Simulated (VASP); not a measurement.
CdS:

```
Cd S
1.0
     0.00000    2.93921    2.93921
     2.88043    0.00000    2.93921
     2.88043    2.93921    0.00000
Cd S
1 1
Cartesian
  0.0000 0.0000 0.0000
  1.4402 1.4696 1.4696
```

This cell differs from its parent crystal: uniaxial x strain -2.0%.

Base run:

- Program: VASP 6.6.1
- Functional: r2SCAN
- Potentials or basis: VASP PAW PBE potentials, release 64 (Cd, S)
- Cutoff: 520 eV
- k mesh: 8 × 8 × 8
- Occupations: gaussian, width 0.01 eV
- Spin: no spin polarisation

Its results: band gap on the k mesh 1.55 eV, direct; pressure 1.6 GPa.

Q: The run is repeated on the same cell with these changes: functional from r2SCAN to PBE; occupations from gaussian, width 0.01 eV to fermi-dirac, width 0.02 eV. What comes out?

A: Band gap on the k mesh 1.10 eV, direct; pressure 3.0 GPa.

Caveats: the PAW data sets were made with another functional, which shifts forces and pressure a little (some runs).

